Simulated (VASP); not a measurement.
Si3Sn: single point with PBE

Si3Sn:

```xyz
8
Lattice="4.0628 -0.0004 0.0000 -0.0004 4.0630 -0.0001 -0.0001 -0.0008 11.5755" Properties=species:S:1:pos:R:3 pbc="T T T"
Si    2.0305   -0.0005    1.2988
Si    2.0317   -0.0004    7.0867
Si   -0.0005    2.0309    4.4888
Si    0.0006    2.0311   10.2765
Si    2.0321    2.0311   -0.0001
Si    2.0309    2.0311    5.7878
Sn   -0.0014    4.0624    2.8937
Sn    0.0000    4.0627    8.6816
```

* Program: VASP 6.6.1
* Task: single point
* Functional: PBE
* Potentials or basis: VASP PAW PBE potentials, release 64 (Si, Sn_d)
* Cutoff: 520 eV
* k mesh: 6 × 6 × 2
* Occupations: gaussian, width 0.2 eV
* Spin: no spin polarisation

```yaml
Pressure: -0.1 GPa
Largest_force: 0.006 eV/Å
Band_gap_on_the_k_mesh: 0.23 eV
```

Forces on the atoms (eV/Å):
```
Si   0.002  0.001  0.006
Si   0.000  0.000  0.005
Si   0.000  0.001 -0.005
Si  -0.001  0.000 -0.005
Si  -0.002  0.000 -0.001
Si   0.001 -0.001 -0.001
Sn   0.001  0.000  0.000
Sn  -0.001 -0.001  0.000
```

Levels at points of the mesh, in eV from the valence-band top:
| k point | band 23 | band 24 | band 25 | band 26 | band 27 | band 28 | band 29 | band 30 |
| --- | --- | --- | --- | --- | --- | --- | --- | --- |
| (0.00, 0.00, 0.00) | -1.37 | -0.32 | 0.00 | 0.00 | 0.49 | 0.54 | 0.56 | 0.98 |
| (0.50, 0.00, 0.00) | -1.39 | -1.31 | -0.89 | -0.70 | 0.53 | 0.88 | 1.37 | 2.71 |
| (0.00, 0.50, 0.00) | -1.39 | -1.31 | -0.89 | -0.70 | 0.53 | 0.88 | 1.37 | 2.71 |
| (0.50, 0.50, 0.00) | -3.11 | -2.86 | -2.86 | -2.59 | 0.23 | 0.61 | 0.61 | 1.13 |
| (0.00, 0.00, 0.50) | -0.73 | -0.72 | -0.72 | -0.72 | 0.42 | 0.42 | 0.96 | 0.96 |
| (0.50, 0.00, 0.50) | -2.01 | -2.01 | -0.80 | -0.80 | 1.19 | 1.19 | 2.12 | 2.12 |
| (0.00, 0.50, 0.50) | -2.01 | -2.00 | -0.80 | -0.80 | 1.19 | 1.19 | 2.12 | 2.12 |
| (0.50, 0.50, 0.50) | -3.33 | -3.33 | -3.25 | -3.25 | 1.55 | 1.55 | 1.72 | 1.72 |

Wall time 6.3 min on 1 thread of Intel Xeon 8259CL (shared host), peak memory 0.39 GiB.

Caveat: spin-orbit coupling is left out, which moves the levels of the heavy elements. A k mesh can miss the band edges.
